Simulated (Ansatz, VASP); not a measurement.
Two plane-wave programs on WC

The input INCAR:

```
SYSTEM = WC
PREC = Accurate
ENCUT = 600
EDIFF = 1E-6
ISMEAR = -1
SIGMA = 0.05
LREAL = .False.
LASPH = .True.
NELM = 150
ALGO = Normal
ISIF = 3
LWAVE = .False.
LCHARG = .False.
LMAXMIX = 4
LDAU = .True.
LDAUTYPE = 2
LDAUL = 2 -1
LDAUU = 1 0
LDAUJ = 0 0
LDAUPRINT = 1
GGA = PE
IBRION = 2
NSW = 60
EDIFFG = -0.01
```

File KPOINTS:

```
regular mesh
0
Gamma
  10 10 9
  0 0 0
```

The input POSCAR:

```
WC
1.0
    2.9065000000      0.0000000000      0.0000000000
   -1.4532500000      2.5171028361      0.0000000000
    0.0000000000      0.0000000000      2.8366000000
W C
1 1
Direct
    0.0000000000      0.0000000000      0.0000000000
    0.6666666667      0.3333333333      0.5000000000
```

Contents of input.yaml:

```yaml
crystal:
  lattice:
    - [2.9065, 0.0, 0.0]
    - [-1.45325, 2.5171028361, 0.0]
    - [0.0, 0.0, 2.8366]
  atoms:
    - { symbol: W, position: [0.0, 0.0, 0.0] }
    - { symbol: C, position: [0.6666666667, 0.3333333333, 0.5] }
hamiltonian:
  xc: pbe
  pseudopotentials: { kind: paw }
  hubbard: { sites: [{ species: W, l: d, u_eff: 1.0 }] }
kpoints:
  mp_grid: { grid: [10, 10, 9] }
scf:
  occupations: { method: fermi_dirac, width: 0.05 }
output:
  forces: true
  stress: true
  eigenvalues: true
  write_density: true
  write_potential: true
  elf: true
  volumetric_format: npy
relax:
  f_tol: 0.01
  max_steps: 40
  cell: { stress_tol: 0.05 }
```

Alike in both runs: task relaxation of cell and atoms; functional PBE; k mesh 10 × 10 × 9; occupations fermi-dirac, width 0.05 eV; no spin polarisation; Hubbard terms W d U = 1.0 eV.

|  | VASP | Ansatz |
| --- | --- | --- |
| version | VASP 6.6.1 | Ansatz 0.2.0 |
| potentials or method | VASP PAW PBE potentials, release 64 (W_sv, C) | Ansatz PAW |
| plane-wave cutoff (eV) | 600 | 420 |
| valence electrons in the cell | 18 | 18 |

```tsv
	VASP	Ansatz	Ansatz less VASP
gap on the k mesh at the Fermi level, each at its own relaxed structure (eV)	none	none	-
relaxed volume (Å³/atom)	10.61	10.53	-0.079
relaxed cell length with the largest relative difference (Å)	2.853	2.845	-0.0075
```

The programs project onto different local orbitals, so the same U acts differently, and such runs can settle in different states. A gap of «none» marks a metal or a gap that the smearing closes.

Spin-orbit coupling is off throughout. Noted on Ansatz's run: the plane-wave basis is chosen anew once the cell has moved, so the energies of steps on either side of that aren't comparable.
